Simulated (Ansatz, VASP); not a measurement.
**Two plane-wave programs on MgS**

```
CELL_PARAMETERS angstrom
0.00000 2.79693 2.79693
2.79693 0.00000 2.79693
2.79693 2.79693 0.00000
ATOMIC_POSITIONS crystal
Mg 0.00000 0.00000 0.00000
S 0.25000 0.25000 0.25000
```

Alike in both runs: functional LDA; k mesh 8 × 8 × 8; occupations gaussian, width 0.02 eV; no spin polarisation.

Ansatz relaxed the structure, and its values are those at the end. VASP's run is a single point on that final structure, the one shown.

|  | VASP | Ansatz |
| --- | --- | --- |
| version | VASP 6.6.1 | Ansatz 0.2.0 |
| potentials or method | VASP PAW LDA potentials, release 64 (Mg, S), cutoff 600 eV | scalar-relativistic, plane waves, PAW |
| valence electrons in the cell | 8 | 16 |

VASP gave:

| Property | Result |
| --- | --- |
| gap on the k mesh at the Fermi level (eV) | 3.38 |
| least direct gap on the mesh (eV) | 3.38 |
| pressure (GPa) | -0.3 |

Which values does Ansatz return?

gap on the k mesh at the Fermi level (eV): 3.37; least direct gap on the mesh (eV): 3.37; pressure (GPa): 0.0.

LDA's correlation is that of Perdew and Zunger in VASP and of Perdew and Wang (1992) in Ansatz. VASP's potentials hold 8 valence electrons a cell and Ansatz's 16, so a difference there can come from the potentials and not from the codes.
